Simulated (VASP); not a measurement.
# La (Fm-3m) in VASP: notebook

The runs below take La through electric field gradients, with LDA, PBEsol, r2SCAN.

Program: VASP 6.6.1. These are calculated values, not measurements. Logs are shortened: lines on timing, memory, paths and dates and some standing lists are left out, and cuts for length are marked.

### 1 The cell of the first run

Symmetry: Fm-3m, No. 225, cubic system. Conventional cell: a = 5.296 Å, b = 5.296 Å, c = 5.296 Å, α = 90.00°, β = 90.00°, γ = 90.00°. La (site symmetry m-3m) has 12 La at 3.74 Å within 4.9 Å.

This isn't the form of La at room conditions, which is double hcp.

### 2 Electric field gradients, LDA

Contents of INCAR:

```
SYSTEM = La
  ALGO = Normal
  EDIFF = 1E-8
  ENCUT = 520
  ISIF = 2
  ISMEAR = -1
  LASPH = .TRUE.
  LCHARG = .FALSE.
  LEFG = .TRUE.
  LREAL = .FALSE.
  LWAVE = .FALSE.
  NBANDS = 12
  NELM = 60
  PREC = Accurate
  SIGMA = 0.05
```

Contents of KPOINTS:

```
k-points
0
G
  12 12 12
  0 0 0
```

Contents of POSCAR:

```
La
1.0
    0.0000000000      2.6480000000      2.6480000000
    2.6480000000      0.0000000000      2.6480000000
    2.6480000000      2.6480000000      0.0000000000
La
1
Direct
    0.0000000000      0.0000000000      0.0000000000
```

Potentials or basis: VASP PAW LDA potentials, release 64 (La).

Launch:

```sh
> cat potpaw_LDA.64/La/POTCAR > POTCAR
> mpirun -np 1 vasp_std > vasp.out
```

OUTCAR:

```text
SYSTEM = La
   EDIFF = 1E-8
   ENCUT = 520
   ISIF = 2
   ISMEAR = -1
   LASPH = .TRUE.
   LREAL = .FALSE.
   NELM = 60
   PREC = Accurate

 ion  position               nearest neighbor table
   1  0.000  0.000  0.000-

  LATTYP: Found a face centered cubic cell.
 ALAT       =     5.2960000000

  Lattice vectors:

 A1 = (   0.0000000000,   2.6480000000,   2.6480000000)
 A2 = (   2.6480000000,   0.0000000000,   2.6480000000)
 A3 = (   2.6480000000,   2.6480000000,   0.0000000000)

Analysis of symmetry for initial positions (statically):
=====================================================================
 Subroutine PRICEL returns:
 Original cell was already a primitive cell.

 Routine SETGRP: Setting up the symmetry group for a
 face centered cubic supercell.

 Subroutine GETGRP returns: Found 48 space group operations
 (whereof 48 operations were pure point group operations)
 out of a pool of 48 trial point group operations.

The static configuration has the point symmetry O_h .

Analysis of symmetry for dynamics (positions and initial velocities):
=====================================================================
 Subroutine PRICEL returns:
 Original cell was already a primitive cell.

 Routine SETGRP: Setting up the symmetry group for a
 face centered cubic supercell.

 Subroutine GETGRP returns: Found 48 space group operations
 (whereof 48 operations were pure point group operations)
 out of a pool of 48 trial point group operations.

The dynamic configuration has the point symmetry O_h .

 Subroutine INISYM returns: Found 48 space group operations
 (whereof 48 operations are pure point group operations),
 and found     1 'primitive' translations

----------------------------------------------------------------------------------------

                                     Primitive cell

  volume of cell :      37.1350

  direct lattice vectors                    reciprocal lattice vectors
     0.000000000  2.648000000  2.648000000    -0.188821752  0.188821752  0.188821752
     2.648000000  0.000000000  2.648000000     0.188821752 -0.188821752  0.188821752
     2.648000000  2.648000000  0.000000000     0.188821752  0.188821752 -0.188821752

  length of vectors
     3.744837513  3.744837513  3.744837513     0.327048868  0.327048868  0.327048868

  position of ions in fractional coordinates (direct lattice)
     0.000000000  0.000000000  0.000000000

  ion indices of the primitive-cell ions
   primitive index   ion index
                 1           1

----------------------------------------------------------------------------------------

 KPOINTS: k-points

Automatic generation of k-mesh.
 Grid dimensions read from file:
 generate k-points for:   12   12   12

 Generating k-lattice:

  Cartesian coordinates                     Fractional coordinates (reciprocal lattice)
    -0.015735146  0.015735146  0.015735146     0.083333333  0.000000000  0.000000000
     0.015735146 -0.015735146  0.015735146     0.000000000  0.083333333  0.000000000
     0.015735146  0.015735146 -0.015735146     0.000000000  0.000000000  0.083333333

  Length of vectors
     0.027254072  0.027254072  0.027254072

  Shift w.r.t. Gamma in fractional coordinates (k-lattice)
     0.000000000  0.000000000  0.000000000

 Subroutine IBZKPT returns following result:
 ===========================================

 Found     72 irreducible k-points:

 Following reciprocal coordinates:
            Coordinates               Weight
  0.000000  0.000000  0.000000      1.000000
  0.083333  0.000000  0.000000      8.000000
  0.166667  0.000000  0.000000      8.000000
  0.250000  0.000000  0.000000      8.000000
  0.333333  0.000000  0.000000      8.000000
  0.416667  0.000000  0.000000      8.000000
[... 16 lines left out ...]
  0.500000  0.166667  0.000000     24.000000
 -0.416667  0.166667  0.000000     24.000000
 [... further k-points ...]
   k-points           NKPTS =     72   k-points in BZ     NKDIM =     72   number of bands    NBANDS=     12
   number of dos      NEDOS =    301   number of ions     NIONS =      1
   total plane-waves  NPLWV =  21952
   dimension x,y,z NGX =    28 NGY =   28 NGZ =   28
   dimension x,y,z NGXF=    56 NGYF=   56 NGZF=   56
   ions per type =               1
   NGX,Y,Z   is equivalent  to a cutoff of  12.43, 12.43, 12.43 a.u.
   NGXF,Y,Z  is equivalent  to a cutoff of  24.86, 24.86, 24.86 a.u.
 SYSTEM =  La
   PREC   = accura    normal or accurate (medium, high low for compatibility)
   ISTART =      0    job   : 0-new  1-cont  2-samecut
   ICHARG =      2    charge: 1-file 2-atom 10-const
   ISPIN  =      1    spin polarized calculation?
   LNONCOLLINEAR =      F non collinear calculations
   LSORBIT =      F    spin-orbit coupling
   LASPH  =      T    aspherical Exc in radial PAW
   ENCUT  =  520.0 eV  38.22 Ry    6.18 a.u.   6.96  6.96  6.96*2*pi/ulx,y,z
   NELM   =     60;   NELMIN=  2; NELMDL= -5     # of ELM steps
   EDIFF  = 0.1E-07   stopping-criterion for ELM
   LREAL  =      F    real-space projection
   EDIFFG = 0.1E-06   stopping-criterion for IOM
   NSW    =      0    number of steps for IOM
   IBRION =     -1    ionic relax: 0-MD 1-quasi-New 2-CG
   NFREE  =      0    steps in history (QN), initial steepest desc. (CG)
   ISIF   =      2    stress and relaxation
   ISYM   =      2    0-nonsym 1-usesym 2-fastsym
   POTIM  = 0.5000    time-step for ionic-motion
   TEBEG  =    0.0;   TEEND  =   0.0 temperature during run
   PSTRESS=    0.0 pullay stress
   NELECT =      11.0000    total number of electrons
   NUPDOWN=      -1.0000    fix difference up-down
   EMIN   =  10.00;   EMAX   =-10.00  energy-range for DOS
   EFERMI =   0.00;   METHOD = LEGACY
   ISMEAR =    -1;   SIGMA  =   0.05  broadening in eV -4-tet -1-fermi 0-gaus
   EFERMI_NEDOS =   21; number of points for ismear=-14 and -15
   IALGO  =     38    algorithm
   IMIX   =      4    mixing-type and parameters
     AMIX     =   0.40;   BMIX     =  1.00
     AMIX_MAG =   1.60;   BMIX_MAG =  1.00
  volume/ion in A,a.u.               =      37.14       250.60
  Fermi-wavevector in a.u.,A,eV,Ry     =   1.091301  2.062259 16.203683  1.190937
  Thomas-Fermi vector in A             =   2.227543
   LORBIT       =      0    0 simple, 1 ext, 2 COOP (PROOUT), +10 PAW based schemes
   GGA     = CA    functional components
   LHFCALC =     F    Hartree Fock is set to
   AEXX    =    0.0000 exact exchange contribution
   IVDW    =     0    specifies the selected vdW correction
   LEPSILON=     F    determine dielectric tensor
   LRPA    =     F    only Hartree local field effects (RPA)
 non-spin polarized calculation
  energy-cutoff  :      520.00
  volume of cell :       37.14
 maximum number of plane-waves:      1018
   NGX = 13   NGY = 13   NGZ = 13

 number of electron      10.9999999 magnetization

 Free energy of the ion-electron system (eV)
  ---------------------------------------------------
  ext. energy  EPLUGINS =         0.00000000
  ---------------------------------------------------
  free energy    TOTEN  =        -5.52942216 eV

  energy without entropy =       -5.51384502  energy(sigma->0) =       -5.52163359

 E-fermi :   7.6493     XC(G=0):  -9.7629

 val. band max:        7.6306829230   @ k =  -0.1667   0.2500   0.0833
 cond. band min:       7.6860632281   @ k =  -0.4167   0.2500   0.0000
 fundamental gap:      0.0553803051
 Fermi energy:         7.6492934124

 k-point     1 :       0.0000    0.0000    0.0000
  band No.  band energies     occupation
      1     -25.0865      2.00000
      2      -8.0682      2.00000
      3      -8.0682      2.00000
      4      -8.0682      2.00000
      5       4.4563      2.00000
      6       8.8051      0.00000
      7       9.1377      0.00000
      8       9.1377      0.00000
      9       9.1377      0.00000
     10       9.2677      0.00000
     11       9.2677      0.00000
     12       9.2677      0.00000

 k-point     2 :       0.0833    0.0000    0.0000
  band No.  band energies     occupation
      1     -25.0736      2.00000
      2      -8.1755      2.00000
      3      -8.0807      2.00000
      4      -8.0807      2.00000
      5       4.6654      2.00000
      6       8.5081      0.00000
      7       9.1372      0.00000
      8       9.1372      0.00000
      9       9.2155      0.00000
     10       9.2776      0.00000
     11       9.2776      0.00000
     12       9.3981      0.00000

 k-point     3 :       0.1667    0.0000    0.0000
  band No.  band energies     occupation
      1     -25.0379      2.00000
      2      -8.4571      2.00000
      3      -8.1145      2.00000
      4      -8.1145      2.00000
      5       5.2016      2.00000
      6       8.1660      0.00007
      7       9.1266      0.00000
      8       9.1266      0.00000
      9       9.1510      0.00000
     10       9.2920      0.00000
     11       9.2920      0.00000
     12       9.6395      0.00000
[... 286 lines left out ...]
 k-point    23 :       0.5000    0.1667    0.0000
  band No.  band energies     occupation
      1     -24.8714      2.00000
      2      -9.3412      2.00000
      3      -8.4749      2.00000
      4      -8.3322      2.00000
      5       6.5224      2.00000
      6       7.8291      0.05342
      7       8.8490      0.00000
      8       9.1767      0.00000
      9       9.3186      0.00000
     10       9.3436      0.00000
     11       9.5450      0.00000
     12       9.6966      0.00000

 k-point    24 :      -0.4167    0.1667    0.0000
  band No.  band energies     occupation
      1     -24.8680      2.00000
      2      -9.3536      2.00000
      3      -8.5228      2.00000
      4      -8.3018      2.00000
      5       6.5913      2.00000
      6       7.8273      0.05534
      7       9.1234      0.00000
      8       9.1281      0.00000
      9       9.2381      0.00000
     10       9.2886      0.00000
     11       9.5780      0.00000
     12       9.7249      0.00000

 [... further k-points ...]

------------------------ aborting loop because EDIFF is reached ----------------------------------------

  FORCE on cell =-STRESS in cart. coord.  units (eV):
  Direction    XX          YY          ZZ          XY          YZ          ZX
  --------------------------------------------------------------------------------------
  -------------------------------------------------------------------------------------
  Total       -0.8663338     -0.8663338     -0.8663338     -0.0000000     -0.0000000      0.0000000
  in kB      -37.3776406    -37.3776406    -37.3776406     -0.0000000     -0.0000000      0.0000000
  external PRESSURE =     -37.3776406 kB  Pullay stress =       0.0000000 kB

 VOLUME and BASIS-vectors are now :
 -----------------------------------------------------------------------------
  energy-cutoff  :      520.00
  volume of cell :       37.14
      direct lattice vectors                 reciprocal lattice vectors
     0.000000000  2.648000000  2.648000000    -0.188821752  0.188821752  0.188821752
     2.648000000  0.000000000  2.648000000     0.188821752 -0.188821752  0.188821752
     2.648000000  2.648000000  0.000000000     0.188821752  0.188821752 -0.188821752

 POSITION                                       TOTAL-FORCE (eV/Angst)
 -----------------------------------------------------------------------------------
      0.00000      0.00000      0.00000         0.000000      0.000000      0.000000
 -----------------------------------------------------------------------------------
    total drift:                                0.000000      0.000000      0.000000

  FREE ENERGIE OF THE ION-ELECTRON SYSTEM (eV)
  ---------------------------------------------------
  free  energy   TOTEN  =        -5.5294221561 eV

  energy  without entropy=       -5.5138450173  energy(sigma->0) =       -5.52163359

 Electric field gradients (V/A^2)
---------------------------------------------------------------------
 ion       V_xx      V_yy      V_zz      V_xy      V_xz      V_yz
---------------------------------------------------------------------
   1      -0.000     0.000     0.000     0.000     0.000     0.000
---------------------------------------------------------------------

 Electric field gradients after diagonalization (V/A^2)
 (convention: |V_zz| > |V_xx| > |V_yy|)
----------------------------------------------------------------------
 ion       V_xx      V_yy      V_zz     asymmetry (V_yy - V_xx)/ V_zz
----------------------------------------------------------------------
   1      -0.000    -0.000     0.000       0.000
----------------------------------------------------------------------

           NMR quadrupolar parameters

 Cq : quadrupolar parameter    Cq=e*Q*V_zz/h
 eta: asymmetry parameters     (V_yy - V_xx)/ V_zz
 Q  : nuclear electric quadrupole moment in mb (millibarn)
----------------------------------------------------------------------
 ion       Cq(MHz)       eta       Q (mb)
----------------------------------------------------------------------
   1       0.000       0.000       1.000
----------------------------------------------------------------------
```

Wall time 30 s (1 thread of Intel Xeon Platinum 8259CL at 2.50GHz (Skylake/Cascade Lake), shared host); peak memory 0.18 GiB.

Results:

```
Free energy                             : -5.5294 eV
Pressure                                : -3.7 GPa
Band gap on the k mesh                  : zero (an odd number of electrons rules out a gap without spin polarisation)
Largest electric field gradient by atom : zero within the noise of the run
```

Caveat: the cell stands under tension; spin-orbit coupling is left out, which moves the levels of the heavy elements.

(Part 1 of 2 ends here.)
